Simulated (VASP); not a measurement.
# HgTe (F-43m) in VASP: further runs

HgTe is run at these levels: PBEsol; tasks: vibrations by perturbation theory.

Everything below comes from runs of VASP 6.6.1. Logs are shortened: lines on timing, memory, paths and dates and some standing lists are left out, and cuts for length are marked.

## Step 1: The cell of the first run

The structure is cubic, space group F-43m (No. 216). The conventional cell has a = 5.960 Å, b = 5.960 Å, c = 5.960 Å, α = 90.00°, β = 90.00°, γ = 90.00°. Hg (site symmetry -43m) has 4 Te at 2.58 Å within 3.4 Å. Within 3.4 Å of Te (site symmetry -43m) lie 4 Hg at 2.58 Å.

## Step 2: Vibrations by perturbation theory, PBEsol

The input, INCAR:

```
SYSTEM = HgTe
PREC     = Accurate       ! precision mode
ENCUT    = 520            ! plane-wave cutoff, eV
EDIFF    = 1E-8           ! SCF threshold, eV
ISMEAR   = -1             ! smearing method
SIGMA    = 0.15           ! smearing width, eV
LREAL    = .FALSE.        ! projectors in reciprocal space
LASPH    = .TRUE.         ! aspherical terms in the spheres
NELM     = 80             ! most SCF steps
ALGO     = Normal         ! electronic algorithm
ISIF     = 2              ! what is computed and relaxed
LWAVE    = .FALSE.        ! write WAVECAR
LCHARG   = .FALSE.        ! write CHGCAR
GGA      = PS             ! functional
NBANDS   = 16             ! bands
IBRION   = 8              ! ionic algorithm
NSW      = 1              ! ionic steps
```

The input, KPOINTS:

```
Automatic mesh
0
G
  12 12 12
  0 0 0
```

The input, POSCAR:

```
HgTe
1.0
    0.0000000000      2.9799631174      2.9799631174
    2.9799631174      0.0000000000      2.9799631174
    2.9799631174      2.9799631174      0.0000000000
Hg Te
1 1
Direct
    0.0000000000      0.0000000000      0.0000000000
    0.7500000000      0.7500000000      0.7500000000
```

Potentials or basis: VASP PAW PBE potentials, release 64 (Hg, Te).

On the command line:

```sh
$ cat potpaw_PBE.64/Hg/POTCAR potpaw_PBE.64/Te/POTCAR > POTCAR
$ mpirun -np 1 vasp_std > vasp.out
```

OUTCAR:

```text
SYSTEM = HgTe
   PREC = Accurate
   ENCUT = 520
   EDIFF = 1E-8
   ISMEAR = -1
   LREAL = .FALSE.
   LASPH = .TRUE.
   NELM = 80
   ISIF = 2
   GGA = PS
   IBRION = 8
   NSW = 1

 ion  position               nearest neighbor table
   1  0.000  0.000  0.000-   2 2.58   2 2.58   2 2.58   2 2.58
   2  0.750  0.750  0.750-   1 2.58   1 2.58   1 2.58   1 2.58

  LATTYP: Found a face centered cubic cell.
 ALAT       =     5.9599262348

  Lattice vectors:

 A1 = (   0.0000000000,   2.9799631174,   2.9799631174)
 A2 = (   2.9799631174,   0.0000000000,   2.9799631174)
 A3 = (   2.9799631174,   2.9799631174,   0.0000000000)

Analysis of symmetry for initial positions (statically):
=====================================================================
 Subroutine PRICEL returns:
 Original cell was already a primitive cell.

 Routine SETGRP: Setting up the symmetry group for a
 face centered cubic supercell.

 Subroutine GETGRP returns: Found 24 space group operations
 (whereof 24 operations were pure point group operations)
 out of a pool of 48 trial point group operations.

The static configuration has the point symmetry T_d .

Analysis of symmetry for dynamics (positions and initial velocities):
=====================================================================
 Subroutine PRICEL returns:
 Original cell was already a primitive cell.

 Routine SETGRP: Setting up the symmetry group for a
 face centered cubic supercell.

 Subroutine GETGRP returns: Found 24 space group operations
 (whereof 24 operations were pure point group operations)
 out of a pool of 48 trial point group operations.

The dynamic configuration has the point symmetry T_d .

 Subroutine INISYM returns: Found 24 space group operations
 (whereof 24 operations are pure point group operations),
 and found     1 'primitive' translations

[... 616 lines left out ...]
  external PRESSURE =     224.0982798 kB  Pullay stress =       0.0000000 kB

 VOLUME and BASIS-vectors are now :
 -----------------------------------------------------------------------------
  energy-cutoff  :      520.00
  volume of cell :       52.93
      direct lattice vectors                 reciprocal lattice vectors
     0.000000000  2.979963117  2.979963117    -0.167787312  0.167787312  0.167787312
     2.979963117  0.000000000  2.979963117     0.167787312 -0.167787312  0.167787312
     2.979963117  2.979963117  0.000000000     0.167787312  0.167787312 -0.167787312

 POSITION                                       TOTAL-FORCE (eV/Angst)
 -----------------------------------------------------------------------------------
      0.00000      0.00000      0.00000         0.000000      0.000000      0.000000
      4.46994      4.46994      4.46994        -0.000000     -0.000000     -0.000000
 -----------------------------------------------------------------------------------
    total drift:                                0.000000      0.000000      0.000000

  FREE ENERGIE OF THE ION-ELECTRON SYSTEM (eV)
  ---------------------------------------------------
  free  energy   TOTEN  =        -3.5104696786 eV

  energy  without entropy=       -3.5068395281  energy(sigma->0) =       -3.50865460

[... ionic steps 2 to 3 ...]

--------------------------------------- Ionic step        4  -------------------------------------------

------------------------ aborting loop because EDIFF is reached ----------------------------------------

[... ionic steps 5 to 6 ...]

--------------------------------------- Ionic step        7  -------------------------------------------

 Free energy of the ion-electron system (eV)
  ---------------------------------------------------
  ---------------------------------------------------
  free energy    TOTEN  =        -0.04663134 eV

  energy without entropy =       -0.04663134

------------------------ aborting loop because EDIFF is reached ----------------------------------------

 INTERNAL STRAIN TENSOR  FOR ION    2  DIRECTION 1   (eV/Angst):
 -----------------------------------------------------------------------------
    -0.00860  0.00000  0.00000
     0.00000  0.00951 18.75498
     0.00000 18.75498  0.00951

 INTERNAL STRAIN TENSOR FOR ION    2 for displacements in x,y,z  (eV/Angst):
          X           Y           Z          XY          YZ          ZX
  --------------------------------------------------------------------------------
  x     0.00000     0.00000     0.00000     0.00000    18.75498     0.00000
  y    -0.00000     0.00000    -0.00000     0.00000     0.00000    18.75498
  z     0.00000     0.00000     0.00000    18.75498     0.00000     0.00000

 SECOND DERIVATIVES (NOT SYMMETRIZED)
 ------------------------------------
               1X          1Y          1Z          2X          2Y          2Z
  1X   -10.108647    0.000000    0.000000   10.108647   -0.000000   -0.000000
  1Y     0.000000  -10.108647    0.000000   -0.000000   10.108647   -0.000000
  1Z     0.000000    0.000000  -10.108647   -0.000000   -0.000000   10.108647
  2X    10.105203    0.000000    0.000000  -10.105203    0.000000    0.000000
  2Y     0.000000   10.105203    0.000000    0.000000  -10.105203    0.000000
  2Z     0.000000    0.000000   10.105203    0.000000    0.000000  -10.105203

 Eigenvectors and eigenvalues of the dynamical matrix
 ----------------------------------------------------

   1 f  =    5.627749 THz    35.360190 2PiTHz  187.721499 cm-1    23.274489 meV
             X         Y         Z           dx          dy          dz
      0.000000  0.000000  0.000000    -0.623603   -0.000000    0.000000
      4.469945  4.469945  4.469945     0.781742    0.000000    0.000000
[... 21 lines left out ...]
   6 f/i=    0.000467 THz     0.002937 2PiTHz    0.015592 cm-1     0.001933 meV
             X         Y         Z           dx          dy          dz
      0.000000  0.000000  0.000000    -0.219276   -0.495960   -0.563082
      4.469945  4.469945  4.469945    -0.174919   -0.395632   -0.449176

--------------------------------------------------------------------------------------------------------

 ELASTIC MODULI CONTR FROM IONIC RELAXATION (kBar)
 Direction    XX          YY          ZZ          XY          YZ          ZX
 --------------------------------------------------------------------------------
 XX          -0.0000     -0.0000     -0.0000     -0.0000      0.0000      0.0000
 YY          -0.0000     -0.0000     -0.0000     -0.0000     -0.0000      0.0000
 ZZ          -0.0000     -0.0000     -0.0000      0.0000     -0.0000      0.0000
 XY          -0.0000     -0.0000      0.0000  -1076.1855     -0.0000     -0.0000
 YZ           0.0000     -0.0000     -0.0000     -0.0000  -1076.1855     -0.0000
 ZX           0.0000      0.0000      0.0000     -0.0000     -0.0000  -1076.1855
 --------------------------------------------------------------------------------
```

It took 8 min on 1 thread of Intel Xeon Platinum 8375C at 2.90GHz (Ice Lake), shared host; peak memory 0.61 GiB.

What came out:

```yaml
Highest_phonon_frequency_at_Γ_LO-TO_splitting_left_out: 188 cm⁻¹
```

Phonon frequencies in cm⁻¹ (negative: imaginary):
| q point | frequencies |
| --- | --- |
| (0.000, 0.000, 0.000) | 0 0 0 188 188 188 |

Caveat: the cell stands under pressure or tension, which shifts response properties; the PAW data sets were made with another functional, which shifts forces and pressure a little; spin-orbit coupling is left out, which moves the levels of the heavy elements.

## Step 3: Vibrations by perturbation theory, PBEsol

This run uses another cell than the first one, of 29.12 Å³/atom.

The input, INCAR:

```
PREC = Accurate
ENCUT = 520
EDIFF = 1E-8
ISMEAR = -1
SIGMA = 0.15
LREAL = F
LASPH = T
NELM = 80
ALGO = Normal
ISIF = 2
LWAVE = F
LCHARG = F
GGA = PS
IBRION = 8
NSW = 1
```

The input, KPOINTS:

```
regular mesh
0
Gamma
  12 12 12
```

The input, POSCAR:

```
HgTe
1.0
    0.0000000000      3.0764497617      3.0764497617
    3.0764497617      0.0000000000      3.0764497617
    3.0764497617      3.0764497617      0.0000000000
Hg Te
1 1
Direct
    0.0000000000      0.0000000000      0.0000000000
    0.7500000000      0.7500000000      0.7500000000
```

Potentials or basis: VASP PAW PBE potentials, release 64 (Hg, Te).

On the command line:

```sh
$ cat potpaw_PBE.64/Hg/POTCAR potpaw_PBE.64/Te/POTCAR > POTCAR
$ mpirun -np 1 vasp_std > vasp.out
```

OUTCAR:

```text
PREC = Accurate
   ENCUT = 520
   EDIFF = 1E-8
   ISMEAR = -1
   LREAL = F
   LASPH = T
   NELM = 80
   ISIF = 2
   GGA = PS
   IBRION = 8
   NSW = 1

 ion  position               nearest neighbor table
   1  0.000  0.000  0.000-   2 2.66   2 2.66   2 2.66   2 2.66
   2  0.750  0.750  0.750-   1 2.66   1 2.66   1 2.66   1 2.66

  LATTYP: Found a face centered cubic cell.
 ALAT       =     6.1528995234

  Lattice vectors:

[... 638 lines left out ...]
               1X          1Y          1Z          2X          2Y          2Z
  1X    -7.121015    0.000000    0.000000    7.121015    0.000000    0.000000
  1Y     0.000000   -7.121015    0.000000    0.000000    7.121015    0.000000
  1Z     0.000000    0.000000   -7.121015    0.000000    0.000000    7.121015
  2X     7.122717    0.000000    0.000000   -7.122717    0.000000    0.000000
  2Y     0.000000    7.122717    0.000000    0.000000   -7.122717    0.000000
  2Z     0.000000    0.000000    7.122717    0.000000    0.000000   -7.122717

 Eigenvectors and eigenvalues of the dynamical matrix
 ----------------------------------------------------

   1 f  =    4.724285 THz    29.683559 2PiTHz  157.585190 cm-1    19.538065 meV
             X         Y         Z           dx          dy          dz
      0.000000  0.000000  0.000000    -0.074036   -0.228178   -0.575496
      4.614675  4.614675  4.614675     0.092837    0.286125    0.721645
[... 21 lines left out ...]
   6 f/i=    0.000275 THz     0.001729 2PiTHz    0.009181 cm-1     0.001138 meV
             X         Y         Z           dx          dy          dz
      0.000000  0.000000  0.000000     0.455975   -0.626457   -0.104384
      4.614675  4.614675  4.614675     0.363630   -0.499586   -0.083244

--------------------------------------------------------------------------------------------------------

 ELASTIC MODULI CONTR FROM IONIC RELAXATION (kBar)
 Direction    XX          YY          ZZ          XY          YZ          ZX
 --------------------------------------------------------------------------------
 XX          -0.0000      0.0000      0.0000      0.0000      0.0000      0.0000
 YY           0.0000     -0.0000      0.0000      0.0000      0.0000     -0.0000
 ZZ           0.0000      0.0000     -0.0000      0.0000      0.0000      0.0000
 XY           0.0000      0.0000      0.0000   -617.7063      0.0000      0.0000
 YZ           0.0000      0.0000      0.0000      0.0000   -617.7063      0.0000
 ZX           0.0000     -0.0000      0.0000      0.0000      0.0000   -617.7063
 --------------------------------------------------------------------------------
```

OSZICAR:

```text
N       E                     dE             d eps       ncg     rms          rms(c)
DAV:   1     0.110498415748E+03    0.11050E+03   -0.84451E+03  1880   0.122E+03
DAV:   2    -0.222699501986E+00   -0.11072E+03   -0.10570E+03  2042   0.275E+02
DAV:   3    -0.429028558625E+01   -0.40676E+01   -0.40488E+01  2297   0.550E+01
DAV:   4    -0.432918515624E+01   -0.38900E-01   -0.38892E-01  2567   0.494E+00
[... 43 lines left out ...]
RMM:   8    -0.470631291017E-01   -0.35243E-06    0.12487E-08 12385   0.266E-04    0.914E-05
RMM:   9    -0.470631425329E-01   -0.13431E-07    0.68350E-09 11777   0.901E-05    0.141E-05
RMM:  10    -0.470631774354E-01   -0.34902E-07    0.16941E-09 12617   0.228E-05    0.843E-06
RMM:  11    -0.470631947353E-01   -0.17300E-07    0.10535E-09 11672   0.663E-06    0.201E-06
RMM:  12    -0.470631957784E-01   -0.10432E-08    0.54485E-09  8372   0.178E-06    0.283E-07
 Linear response finished
```

It took 7.9 min on 1 thread of Intel Xeon Platinum 8375C at 2.90GHz (Ice Lake), shared host; peak memory 0.58 GiB.

What came out:

```
Highest phonon frequency at Γ, LO-TO splitting left out : 158 cm⁻¹
```

Phonon frequencies in cm⁻¹ (negative: imaginary):
| q point | frequencies |
| --- | --- |
| (0.000, 0.000, 0.000) | 0 0 0 158 158 158 |

Caveat: the cell stands under pressure or tension, which shifts response properties; the PAW data sets were made with another functional, which shifts forces and pressure a little; spin-orbit coupling is left out, which moves the levels of the heavy elements.

## Step 4: Vibrations by perturbation theory, PBEsol

This run uses another cell than the first one, of 31.41 Å³/atom.

The input, INCAR:

```
  PREC = Accurate
  ENCUT = 520
  EDIFF = 1E-8
  ISMEAR = -1
  SIGMA = 0.15
  LREAL = F
  LASPH = T
  NELM = 100
  ALGO = Normal
  ISIF = 2
  LWAVE = F
  LCHARG = F
  GGA = PS
  NBANDS = 16
  IBRION = 8
  NSW = 1
```

KPOINTS is that of step 3.

The input, POSCAR:

```
HgTe
1.0
    0.0000000000      3.1552452601      3.1552452601
    3.1552452601      0.0000000000      3.1552452601
    3.1552452601      3.1552452601      0.0000000000
Hg Te
1 1
Direct
    0.0000000000      0.0000000000      0.0000000000
    0.7500000000      0.7500000000      0.7500000000
```

Potentials or basis: VASP PAW PBE potentials, release 64 (Hg, Te).

On the command line:

```sh
$ cat potpaw_PBE.64/Hg/POTCAR potpaw_PBE.64/Te/POTCAR > POTCAR
$ mpirun -np 1 vasp_std > vasp.out
```

OUTCAR:

```text
PREC = Accurate
   ENCUT = 520
   EDIFF = 1E-8
   ISMEAR = -1
   LREAL = F
   LASPH = T
   NELM = 100
   ISIF = 2
   GGA = PS
   IBRION = 8
   NSW = 1

 ion  position               nearest neighbor table
   1  0.000  0.000  0.000-   2 2.73   2 2.73   2 2.73   2 2.73
   2  0.750  0.750  0.750-   1 2.73   1 2.73   1 2.73   1 2.73

  LATTYP: Found a face centered cubic cell.
 ALAT       =     6.3104905202

  Lattice vectors:

 A1 = (   0.0000000000,   3.1552452601,   3.1552452601)
 A2 = (   3.1552452601,   0.0000000000,   3.1552452601)
 A3 = (   3.1552452601,   3.1552452601,   0.0000000000)

Analysis of symmetry for initial positions (statically):
=====================================================================
 Subroutine PRICEL returns:
 Original cell was already a primitive cell.

 Routine SETGRP: Setting up the symmetry group for a
 face centered cubic supercell.

 Subroutine GETGRP returns: Found 24 space group operations
 (whereof 24 operations were pure point group operations)
 out of a pool of 48 trial point group operations.

The static configuration has the point symmetry T_d .

Analysis of symmetry for dynamics (positions and initial velocities):
=====================================================================
 Subroutine PRICEL returns:
 Original cell was already a primitive cell.

 Routine SETGRP: Setting up the symmetry group for a
 face centered cubic supercell.

 Subroutine GETGRP returns: Found 24 space group operations
 (whereof 24 operations were pure point group operations)
 out of a pool of 48 trial point group operations.
[... 639 lines left out ...]
 -----------------------------------------------------------------------------------
    total drift:                                0.000000      0.000000      0.000000

  FREE ENERGIE OF THE ION-ELECTRON SYSTEM (eV)
  ---------------------------------------------------
  free  energy   TOTEN  =        -4.2854604839 eV

  energy  without entropy=       -4.2796533886  energy(sigma->0) =       -4.28255694

[... ionic steps 2 to 3 ...]

--------------------------------------- Ionic step        4  -------------------------------------------

------------------------ aborting loop because EDIFF is reached ----------------------------------------

[... ionic steps 5 to 6 ...]

--------------------------------------- Ionic step        7  -------------------------------------------

 Free energy of the ion-electron system (eV)
  ---------------------------------------------------
  ---------------------------------------------------
  free energy    TOTEN  =        -0.04747031 eV

  energy without entropy =       -0.04747031

------------------------ aborting loop because EDIFF is reached ----------------------------------------

 INTERNAL STRAIN TENSOR  FOR ION    2  DIRECTION 1   (eV/Angst):
 -----------------------------------------------------------------------------
    -0.00224  0.00000  0.00000
     0.00000  0.00529  8.51941
     0.00000  8.51941  0.00529

 INTERNAL STRAIN TENSOR FOR ION    2 for displacements in x,y,z  (eV/Angst):
          X           Y           Z          XY          YZ          ZX
  --------------------------------------------------------------------------------
  x     0.00000     0.00000     0.00000     0.00000     8.51941     0.00000
  y    -0.00000     0.00000    -0.00000     0.00000     0.00000     8.51941
  z     0.00000     0.00000     0.00000     8.51941     0.00000     0.00000

 SECOND DERIVATIVES (NOT SYMMETRIZED)
 ------------------------------------
               1X          1Y          1Z          2X          2Y          2Z
  1X    -5.278836    0.000000    0.000000    5.278836    0.000000    0.000000
  1Y     0.000000   -5.278836    0.000000    0.000000    5.278836    0.000000
  1Z     0.000000    0.000000   -5.278836    0.000000    0.000000    5.278836
  2X     5.274483    0.000000    0.000000   -5.274483    0.000000    0.000000
  2Y     0.000000    5.274483    0.000000    0.000000   -5.274483    0.000000
  2Z     0.000000    0.000000    5.274483    0.000000    0.000000   -5.274483

 Eigenvectors and eigenvalues of the dynamical matrix
 ----------------------------------------------------

   1 f  =    4.066240 THz    25.548942 2PiTHz  135.635178 cm-1    16.816611 meV
             X         Y         Z           dx          dy          dz
      0.000000  0.000000  0.000000     0.000000    0.623695    0.000000
      4.732868  4.732868  4.732868     0.000000   -0.781668    0.000000
[... 21 lines left out ...]
   6 f/i=    0.000818 THz     0.005137 2PiTHz    0.027271 cm-1     0.003381 meV
             X         Y         Z           dx          dy          dz
      0.000000  0.000000  0.000000     0.000000    0.000000    0.781668
      4.732868  4.732868  4.732868     0.000000    0.000000    0.623695

--------------------------------------------------------------------------------------------------------

 ELASTIC MODULI CONTR FROM IONIC RELAXATION (kBar)
 Direction    XX          YY          ZZ          XY          YZ          ZX
 --------------------------------------------------------------------------------
 XX          -0.0000     -0.0000     -0.0000     -0.0000     -0.0000      0.0000
 YY          -0.0000     -0.0000     -0.0000     -0.0000     -0.0000     -0.0000
 ZZ          -0.0000     -0.0000     -0.0000     -0.0000     -0.0000      0.0000
 XY          -0.0000     -0.0000     -0.0000   -364.5290      0.0000     -0.0000
 YZ          -0.0000     -0.0000     -0.0000      0.0000   -364.5290     -0.0000
 ZX           0.0000     -0.0000      0.0000     -0.0000     -0.0000   -364.5290
 --------------------------------------------------------------------------------
```

Run time: 15 min. Hardware: 1 thread of Intel Xeon Platinum 8375C at 2.90GHz (Ice Lake), shared host; peak memory 0.72 GiB.

Results:

```
Highest phonon frequency at Γ, LO-TO splitting left out : 136 cm⁻¹
```

Phonon frequencies in cm⁻¹ (negative: imaginary):
```
              q point        frequencies
(0.000, 0.000, 0.000)  0 0 0 136 136 136
```

Caveat: the cell stands under pressure or tension, which shifts response properties; the PAW data sets were made with another functional, which shifts forces and pressure a little; spin-orbit coupling is left out, which moves the levels of the heavy elements.
